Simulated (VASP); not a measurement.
Wanted: the native input for a VASP 6.6.1 run.

* Task: single point
* Functional: r2SCAN
* Potentials or basis: VASP PAW PBE potentials, release 64 (Ir)
* Cutoff: 520 eV
* k mesh: 18 × 18 × 12
* Occupations: gaussian, width 0.15 eV
* Spin: no spin polarisation
* Dipole correction: no
* Further INCAR settings: ALGO = Normal; EDIFF = 1e-06; NBANDS = 16

Ir:

```
Ir
1.0
     2.64132    0.00000    0.00000
    -1.32066    2.28745    0.00000
     0.00000    0.00000    4.46229
Ir
2
Direct
  0.66667 0.33333 0.75000
  0.33333 0.66667 0.25000
```

This cell differs from its parent crystal: strain -0.040 along x and y, +0.000 along z.

These files were run (other wordings do the same):

POSCAR

```
Ir
1.0
    2.6413227788      0.0000000000      0.0000000000
   -1.3206613894      2.2874526260      0.0000000000
    0.0000000000      0.0000000000      4.4622900000
Ir
2
Direct
    0.6666666667      0.3333333333      0.7500000000
    0.3333333333      0.6666666667      0.2500000000
```

INCAR.step1

```
ALGO = Normal
EDIFF = 1E-4
ENCUT = 520
GGA = PE
ISMEAR = 0
LASPH = T
LCHARG = F
LREAL = F
LWAVE = T
NBANDS = 16
NELM = 100
PREC = Accurate
SIGMA = 0.15
```

INCAR.step2

```
ALGO = Normal
EDIFF = 1E-6
ENCUT = 520
ISIF = 2
ISMEAR = 0
ISTART = 1
LASPH = T
LCHARG = F
LMIXTAU = T
LREAL = F
LWAVE = F
METAGGA = R2SCAN
NBANDS = 16
NELM = 100
PREC = Accurate
SIGMA = 0.15
```

KPOINTS

```
k-points
0
Gamma
  18 18 12
```

Potentials or basis: VASP PAW PBE potentials, release 64 (Ir).

Launch:

```bash
$ cat potpaw_PBE.64/Ir/POTCAR > POTCAR
$ cp INCAR.step1 INCAR
$ mpirun -np 1 vasp_std > vasp.out
$ cp INCAR.step2 INCAR
$ mpirun -np 1 vasp_std > vasp.out
```

Results of the run:

The pressure is 28.4 GPa and the band gap on the k mesh is zero (bands 9 and 10 overlap by 4.02 eV).

Caveat: the cell differs from its parent crystal (strain -0.040 along x and y, +0.000 along z); the stress differs along the axes, from 15 to 35 GPa; the PAW data sets were made with another functional, which shifts forces and pressure a little; spin-orbit coupling is left out, which moves the levels of the heavy elements.

Wall time 10 min on 1 thread of Intel Xeon 8259CL (shared host), peak memory 0.22 GiB.
